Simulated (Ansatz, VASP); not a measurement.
## TiC: VASP beside Ansatz

The input INCAR:

```
SYSTEM = TiC
PREC = Accurate ; ENCUT = 520
EDIFF = 1E-7 ; ISMEAR = -1
SIGMA = 0.1 ; LREAL = .False.
LASPH = .True. ; NELM = 80
ALGO = Normal ; ISIF = 2
LWAVE = .False. ; LCHARG = .False.
NBANDS = 15
```

KPOINTS

```
regular mesh
0
Gamma
  12 12 12
  0 0 0
```

The input POSCAR:

```
TiC
1.0
    0.0000000000      2.1304766616      2.1304766616
    2.1304766616      0.0000000000      2.1304766616
    2.1304766616      2.1304766616      0.0000000000
Ti C
1 1
Direct
    0.0000000000      0.0000000000      0.0000000000
    0.5000000000      0.5000000000      0.5000000000
```

Input for Ansatz:

```yaml
crystal:
  lattice:
    - [0.0, 2.13047666157, 2.13047666157]
    - [2.13047666157, 0.0, 2.13047666157]
    - [2.13047666157, 2.13047666157, 0.0]
  atoms:
    - { symbol: Ti, position: [0.0, 0.0, 0.0] }
    - { symbol: C, position: [0.5, 0.5, 0.5] }
kpoints:
  mp_grid: { grid: [12, 12, 12] }
scf:
  occupations: { method: fermi_dirac, width: 0.1 }
  algorithm: density_mixing
hamiltonian:
  xc: lda
  pseudopotentials: { kind: all_electron, lapw: { basis_error: 0.001 } }
output:
  forces: true
  stress: true
  eigenvalues: true
  eigenstates:
    nscf_kmesh: { grid: [24, 24, 24] }
    de_dk: true
    e_range: [-14, 14]
  optics:
    e_range: [0, 30]
    de: 0.2
    sigma: 0.15
    bands: { spectra_wanted_up_to: 30 }
    nscf_kmesh: { grid: [24, 24, 24] }
    drude_damping: 0.05
checkpoint:
  write: ck
  write_wavefunctions: false
```

Alike in both runs: task single point; functional LDA; k mesh 12 × 12 × 12; occupations fermi-dirac, width 0.1 eV; no spin polarisation.

```csv
,VASP,Ansatz
version,VASP 6.6.1,Ansatz 0.2.0
potentials or method,"VASP PAW LDA potentials, release 64 (Ti_sv, C), cutoff 520 eV","all-electron LAPW, scalar-relativistic"
```

|  | VASP | Ansatz | Ansatz less VASP |
| --- | --- | --- | --- |
| pressure (GPa) | 0.7 | 0.1 | -0.59 |

LDA's correlation is that of Perdew and Zunger in VASP and of Perdew and Wang (1992) in Ansatz. Ansatz ran all-electron here, and VASP with PAW potentials. Ansatz's warnings: optics on partly filled bands.
